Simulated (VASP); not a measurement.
# NaSrBr3 in VASP: notebook, part 2 of 3

VASP 6.6.1. Earlier steps stand in the parts before.

## Step 3: Single point, PBE (strain +2.5%)

INCAR reads:

```
ALGO = Normal
EDIFF = 1E-6
ENCUT = 520
GGA = PE
ISIF = 2
ISMEAR = -1
LASPH = T
LCHARG = F
LREAL = F
LWAVE = F
NBANDS = 27
NELM = 60
PREC = Accurate
SIGMA = 0.02
```

KPOINTS reads:

```
k-points
0
Gamma
  4 4 4
```

POSCAR reads:

```
NaSrBr3
1.0
    6.0758716366      0.0000000000      0.0000000000
    0.0000000000      6.0758716366      0.0000000000
    0.0000000000      0.0000000000      6.0758716366
Na Sr Br
1 1 3
Direct
    0.0000000000      0.0000000000      0.0000000000
    0.5000000000      0.5000000000      0.5000000000
    0.5000000000      0.5000000000      0.0000000000
    0.5000000000      0.0000000000      0.5000000000
    0.0000000000      0.5000000000      0.5000000000
```

Potentials or basis: VASP PAW PBE potentials, release 64 (Na_pv, Sr_sv, Br).

Launch:

```sh
cat potpaw_PBE.64/Na_pv/POTCAR potpaw_PBE.64/Sr_sv/POTCAR potpaw_PBE.64/Br/POTCAR > POTCAR
mpirun -np 1 vasp_std > vasp.out
```

OUTCAR:

```text
EDIFF = 1E-6
   ENCUT = 520
   GGA = PE
   ISIF = 2
   ISMEAR = -1
   LASPH = T
   LREAL = F
   NELM = 60
   PREC = Accurate

 ion  position               nearest neighbor table
   1  0.000  0.000  0.000-
   2  0.500  0.500  0.500-   3 3.04   4 3.04   5 3.04   3 3.04   4 3.04   5 3.04
   3  0.500  0.500  0.000-   2 3.04   2 3.04
   4  0.500  0.000  0.500-   2 3.04   2 3.04
   5  0.000  0.500  0.500-   2 3.04   2 3.04

  LATTYP: Found a simple cubic cell.
 ALAT       =     6.0758716366

  Lattice vectors:

 A1 = (   6.0758716366,   0.0000000000,   0.0000000000)
 A2 = (   0.0000000000,   6.0758716366,   0.0000000000)
 A3 = (   0.0000000000,   0.0000000000,   6.0758716366)

Analysis of symmetry for initial positions (statically):
=====================================================================
 Subroutine PRICEL returns:
 Original cell was already a primitive cell.

 Routine SETGRP: Setting up the symmetry group for a
 simple cubic supercell.

 Subroutine GETGRP returns: Found 48 space group operations
 (whereof 48 operations were pure point group operations)
 out of a pool of 48 trial point group operations.

The static configuration has the point symmetry O_h .

Analysis of symmetry for dynamics (positions and initial velocities):
=====================================================================
 Subroutine PRICEL returns:
 Original cell was already a primitive cell.

 Routine SETGRP: Setting up the symmetry group for a
 simple cubic supercell.

 Subroutine GETGRP returns: Found 48 space group operations
 (whereof 48 operations were pure point group operations)
 out of a pool of 48 trial point group operations.

The dynamic configuration has the point symmetry O_h .

 Subroutine INISYM returns: Found 48 space group operations
 (whereof 48 operations are pure point group operations),
 and found     1 'primitive' translations

----------------------------------------------------------------------------------------

                                     Primitive cell

  volume of cell :     224.2982

  direct lattice vectors                    reciprocal lattice vectors
     6.075871637  0.000000000  0.000000000     0.164585439  0.000000000  0.000000000
     0.000000000  6.075871637  0.000000000     0.000000000  0.164585439  0.000000000
     0.000000000  0.000000000  6.075871637     0.000000000  0.000000000  0.164585439

  length of vectors
     6.075871637  6.075871637  6.075871637     0.164585439  0.164585439  0.164585439

  position of ions in fractional coordinates (direct lattice)
     0.000000000  0.000000000  0.000000000
     0.500000000  0.500000000  0.500000000
     0.500000000  0.500000000  0.000000000
     0.500000000  0.000000000  0.500000000
     0.000000000  0.500000000  0.500000000

  ion indices of the primitive-cell ions
   primitive index   ion index
                 1           1
                 2           2
                 3           3
                 4           4
                 5           5

----------------------------------------------------------------------------------------

 KPOINTS: k-points

Automatic generation of k-mesh.
 Grid dimensions read from file:
 generate k-points for:    4    4    4

 Generating k-lattice:

  Cartesian coordinates                     Fractional coordinates (reciprocal lattice)
     0.041146360  0.000000000  0.000000000     0.250000000  0.000000000  0.000000000
     0.000000000  0.041146360  0.000000000     0.000000000  0.250000000  0.000000000
     0.000000000  0.000000000  0.041146360     0.000000000  0.000000000  0.250000000

  Length of vectors
     0.041146360  0.041146360  0.041146360

  Shift w.r.t. Gamma in fractional coordinates (k-lattice)
     0.000000000  0.000000000  0.000000000

 Subroutine IBZKPT returns following result:
 ===========================================

 Found     10 irreducible k-points:

 Following reciprocal coordinates:
            Coordinates               Weight
  0.000000  0.000000  0.000000      1.000000
  0.250000  0.000000  0.000000      6.000000
  0.500000  0.000000  0.000000      3.000000
  0.250000  0.250000  0.000000     12.000000
  0.500000  0.250000  0.000000     12.000000
  0.500000  0.500000  0.000000      3.000000
  0.250000  0.250000  0.250000      8.000000
  0.500000  0.250000  0.250000     12.000000
  0.500000  0.500000  0.250000      6.000000
  0.500000  0.500000  0.500000      1.000000
   k-points           NKPTS =     10   k-points in BZ     NKDIM =     10   number of bands    NBANDS=     27
   number of dos      NEDOS =    301   number of ions     NIONS =      5
   total plane-waves  NPLWV = 110592
   dimension x,y,z NGX =    48 NGY =   48 NGZ =   48
   dimension x,y,z NGXF=    96 NGYF=   96 NGZF=   96
   ions per type =               1   1   3
   NGX,Y,Z   is equivalent  to a cutoff of  13.13, 13.13, 13.13 a.u.
   NGXF,Y,Z  is equivalent  to a cutoff of  26.27, 26.27, 26.27 a.u.
 SYSTEM =  unknown system
   PREC   = accura    normal or accurate (medium, high low for compatibility)
   ISTART =      0    job   : 0-new  1-cont  2-samecut
   ICHARG =      2    charge: 1-file 2-atom 10-const
   ISPIN  =      1    spin polarized calculation?
   LNONCOLLINEAR =      F non collinear calculations
   LSORBIT =      F    spin-orbit coupling
   LASPH  =      T    aspherical Exc in radial PAW
   ENCUT  =  520.0 eV  38.22 Ry    6.18 a.u.  11.30 11.30 11.30*2*pi/ulx,y,z
   NELM   =     60;   NELMIN=  2; NELMDL= -5     # of ELM steps
   EDIFF  = 0.1E-05   stopping-criterion for ELM
   LREAL  =      F    real-space projection
   EDIFFG = 0.1E-04   stopping-criterion for IOM
   NSW    =      0    number of steps for IOM
   IBRION =     -1    ionic relax: 0-MD 1-quasi-New 2-CG
   NFREE  =      0    steps in history (QN), initial steepest desc. (CG)
   ISIF   =      2    stress and relaxation
   ISYM   =      2    0-nonsym 1-usesym 2-fastsym
   POTIM  = 0.5000    time-step for ionic-motion
   TEBEG  =    0.0;   TEEND  =   0.0 temperature during run
   PSTRESS=    0.0 pullay stress
   NELECT =      38.0000    total number of electrons
   NUPDOWN=      -1.0000    fix difference up-down
   EMIN   =  10.00;   EMAX   =-10.00  energy-range for DOS
   EFERMI =   0.00;   METHOD = LEGACY
   ISMEAR =    -1;   SIGMA  =   0.02  broadening in eV -4-tet -1-fermi 0-gaus
   EFERMI_NEDOS =   21; number of points for ismear=-14 and -15
   IALGO  =     38    algorithm
   IMIX   =      4    mixing-type and parameters
     AMIX     =   0.40;   BMIX     =  1.00
     AMIX_MAG =   1.60;   BMIX_MAG =  1.00
  volume/ion in A,a.u.               =      44.86       302.73
  Fermi-wavevector in a.u.,A,eV,Ry     =   0.905859  1.711826 11.164685  0.820581
  Thomas-Fermi vector in A             =   2.029478
   LORBIT       =      0    0 simple, 1 ext, 2 COOP (PROOUT), +10 PAW based schemes
   GGA     = PE    functional components
   LHFCALC =     F    Hartree Fock is set to
   AEXX    =    0.0000 exact exchange contribution
   IVDW    =     0    specifies the selected vdW correction
   LEPSILON=     F    determine dielectric tensor
   LRPA    =     F    only Hartree local field effects (RPA)
 non-spin polarized calculation
  energy-cutoff  :      520.00
  volume of cell :      224.30
 maximum number of plane-waves:      6088
 NGX is ok and might be reduce to    48
   NGX = 23   NGY = 23   NGZ = 23

 number of electron      37.9999982 magnetization

 Free energy of the ion-electron system (eV)
  ---------------------------------------------------
  ext. energy  EPLUGINS =         0.00000000
  ---------------------------------------------------
  free energy    TOTEN  =       -16.34222700 eV

  energy without entropy =      -16.34222700  energy(sigma->0) =      -16.34222700

 E-fermi :  -1.3474     XC(G=0):  -6.4501

 val. band max:       -1.8629696571   @ k =   0.5000   0.5000   0.5000
 cond. band min:       1.0624488874   @ k =   0.0000   0.0000   0.0000
 fundamental gap:      2.9254185445
 Fermi energy:        -1.3474048127

 k-point     1 :       0.0000    0.0000    0.0000
  band No.  band energies     occupation
      1     -35.1142      2.00000
      2     -26.1241      2.00000
      3     -26.1241      2.00000
      4     -26.1241      2.00000
      5     -17.1624      2.00000
      6     -17.1624      2.00000
[... 289 lines left out ...]
     26       5.2992      0.00000
     27       5.5814      0.00000

------------------------ aborting loop because EDIFF is reached ----------------------------------------

  FORCE on cell =-STRESS in cart. coord.  units (eV):
  Direction    XX          YY          ZZ          XY          YZ          ZX
  --------------------------------------------------------------------------------------
  -------------------------------------------------------------------------------------
  Total       -1.1167627     -1.1167627     -1.1167627      0.0000000     -0.0000000     -0.0000000
  in kB       -7.9771127     -7.9771127     -7.9771127      0.0000000     -0.0000000     -0.0000000
  external PRESSURE =      -7.9771127 kB  Pullay stress =       0.0000000 kB

 VOLUME and BASIS-vectors are now :
 -----------------------------------------------------------------------------
  energy-cutoff  :      520.00
  volume of cell :      224.30
      direct lattice vectors                 reciprocal lattice vectors
     6.075871637  0.000000000  0.000000000     0.164585439  0.000000000  0.000000000
     0.000000000  6.075871637  0.000000000     0.000000000  0.164585439  0.000000000
     0.000000000  0.000000000  6.075871637     0.000000000  0.000000000  0.164585439

 POSITION                                       TOTAL-FORCE (eV/Angst)
 -----------------------------------------------------------------------------------
      0.00000      0.00000      0.00000         0.000000      0.000000      0.000000
      3.03794      3.03794      3.03794         0.000000      0.000000      0.000000
      3.03794      3.03794      0.00000         0.000000      0.000000      0.000000
      3.03794      0.00000      3.03794         0.000000      0.000000      0.000000
      0.00000      3.03794      3.03794         0.000000      0.000000      0.000000
 -----------------------------------------------------------------------------------
    total drift:                                0.000000     -0.000000     -0.000000

  FREE ENERGIE OF THE ION-ELECTRON SYSTEM (eV)
  ---------------------------------------------------
  free  energy   TOTEN  =       -16.3422270026 eV

  energy  without entropy=      -16.3422270026  energy(sigma->0) =      -16.34222700
```

Wall time 47 s (1 thread of AMD EPYC 7R13 (Zen 3), shared host); peak memory 0.31 GiB.

What came out:

- Free energy: -16.3422 eV
- Pressure: -0.8 GPa
- Band gap on the k mesh: 2.93 eV (least direct gap 3.18 eV)

Levels at points of the mesh, in eV from the valence-band top:
```
           k point  band 16  band 17  band 18  band 19  band 20  band 21  band 22  band 23
(0.00, 0.00, 0.00)    -0.40    -0.26    -0.26    -0.26     2.93     5.32     5.32     5.32
(0.50, 0.00, 0.00)    -0.66    -0.48    -0.30    -0.30     4.07     4.98     5.42     6.17
(0.50, 0.50, 0.00)    -0.65    -0.65    -0.65     0.00     4.28     6.06     6.06     6.42
(0.50, 0.50, 0.50)    -1.25     0.00     0.00     0.00     3.74     6.84     6.84     6.84
```

Caveat: the cell differs from its parent crystal (strain +2.5%). A k mesh can miss the band edges.

[end of part 2 of 3]
